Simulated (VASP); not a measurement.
A run of VASP 6.6.1 is set up as follows.

File INCAR:

```
SYSTEM = Cd
ALGO = Normal ; EDIFF = 1E-6
EDIFFG = -0.005 ; ENCUT = 600
GGA = CA ; IBRION = 2
ISIF = 3 ; ISMEAR = -1
LASPH = .True. ; LCHARG = .False.
LREAL = .False. ; LWAVE = .False.
NELM = 80 ; NSW = 60
PREC = Accurate ; PSTRESS = 350.0
SIGMA = 0.08
```

KPOINTS

```
k-points
0
Gamma
  16 16 9
  0 0 0
```

The input POSCAR:

```
Cd
1.0
    2.8069157387      0.0000000000      0.0000000000
   -1.4034578694      2.4308603360      0.0000000000
    0.0000000000      0.0000000000      4.5472034967
Cd
2
Direct
    0.3333333333      0.6666666667      0.2500000000
    0.6666666667      0.3333333333      0.7500000000
```

Potentials or basis: VASP PAW LDA potentials, release 64 (Cd).

Command:

```sh
$ cat potpaw_LDA.64/Cd/POTCAR > POTCAR
$ mpirun -np 1 vasp_std > vasp.out
```

Problem. Predict the space group after relaxing (to 0.1 Å).

Solution. P6_3/mmc (No. 194).

Problem. Predict the band gap on the k mesh.

Solution. Zero (bands 12 and 13 overlap by 2.32 eV).

Problem. What does it give for the relaxed cell?

Solution. a = 2.808 Å, b = 2.808 Å, c = 4.559 Å, α = 90.00°, β = 90.00°, γ = 120.00°.

Final structure:
```cif
data_structure
_symmetry_space_group_name_H-M 'P 1'
_symmetry_Int_Tables_number 1
_cell_length_a 2.8085
_cell_length_b 2.8085
_cell_length_c 4.5588
_cell_angle_alpha 90.000
_cell_angle_beta 90.000
_cell_angle_gamma 120.000
_cell_volume 31.14
loop_
_atom_site_label
_atom_site_type_symbol
_atom_site_fract_x
_atom_site_fract_y
_atom_site_fract_z
_atom_site_occupancy
Cd1 Cd 0.33333 0.66667 0.25000 1
Cd2 Cd 0.66667 0.33333 0.75000 1
```

Caveat: the cell is relaxed towards a set pressure, so the run minimises the enthalpy, not the energy.
